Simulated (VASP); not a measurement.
Runs of VASP 6.6.1 on V3F. The structure is that of space group Pm-3m (No. 221), or close to it. The cells are those of the table. 

| task | spin | cell | k mesh | cutoff (eV) | gap on the mesh (eV) | pressure (GPa) | relaxed volume (Å³/atom) |
| --- | --- | --- | --- | --- | --- | --- | --- |
| single point | off | a = 3.716 Å, 4 atoms | 6 × 6 × 6 | 520 | none | 0.4 | - |
| single point | collinear, ferromagnetic start | a = 3.639 Å, 4 atoms | 6 × 6 × 6 | 520 | none | 10.3 | - |
| relaxation of cell and atoms | off | relaxed from a = 3.716 Å, 4 atoms | 12 × 12 × 12 | 600 | none | -0.1 | 12.85 |
| single point | off | a = 3.717 Å, 4 atoms | 12 × 12 × 12 | 520 | none | 0.0 | - |
| relaxation of cell and atoms | off | relaxed from a = 3.639 Å, 4 atoms | 6 × 6 × 6 | 600 | none | 0.0 | (a) |

Alike in all rows: level PBE; potentials or basis VASP PAW PBE potentials, release 64 (V_sv, F); smearing gaussian 0.1 eV.

Q: Estimate the missing entries.

A: (a) 12.87.

Caveats: the cell stands under pressure (at least some runs); the moments typed at the start vanished in this run (at least some runs).

A gap of «none» marks levels without a gap at the run's occupations.
